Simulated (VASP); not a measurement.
# InSe: single point with PBE+D3(BJ)

The system is InSe, a slab with vacuum.

```xyz
4
Lattice="3.8920 0.0000 0.0000 -1.9460 3.3706 0.0000 0.0000 0.0000 36.7212" Properties=species:S:1:pos:R:3 pbc="T T T"
Se    0.0000    0.0000   15.7256
Se    0.0000    0.0000   20.9946
In    1.9460    1.1235   16.9931
In    1.9460    1.1235   19.7271
```

```json
{"Program": "VASP 6.6.1", "Task": "single point", "Functional": "PBE", "Dispersion": "D3(BJ)", "Potentials or basis": "VASP PAW PBE potentials, release 64 (Se, In_d)", "Cutoff": "520 eV", "k mesh": "9 × 9 × 1", "Occupations": "gaussian, width 0.02 eV", "Spin": "no spin polarisation", "Dipole correction": "yes", "Further INCAR settings": "ALGO = Normal; EDIFF = 1e-06; NBANDS = 27"}
```

```yaml
Largest_force: 0.815 eV/Å
Band_gap_on_the_k_mesh: 2.02 eV, indirect (least direct gap 2.12 eV)
Dispersion_energy_per_atom: -0.242 eV
Ionisation_potential_of_the_upper_face: 5.96 eV
```

Forces on the atoms (eV/Å):
```
Se   0.000  0.000 -0.815
Se   0.000  0.000  0.815
In   0.000  0.000  0.479
In   0.000  0.000 -0.479
```

Levels at points of the mesh, in eV from the valence-band top:
```tsv
k point	band 17	band 18	band 19	band 20	band 21	band 22
(0.00, 0.00, 0.00)	-0.28	-0.28	-0.11	2.02	3.20	5.41
```

It took 2.9 min on 1 thread of AMD EPYC 9R45 96-Core Processor (Zen 5) (shared host), peak memory 0.55 GiB.

Caveat: spin-orbit coupling is left out, which moves the levels of the heavy elements.
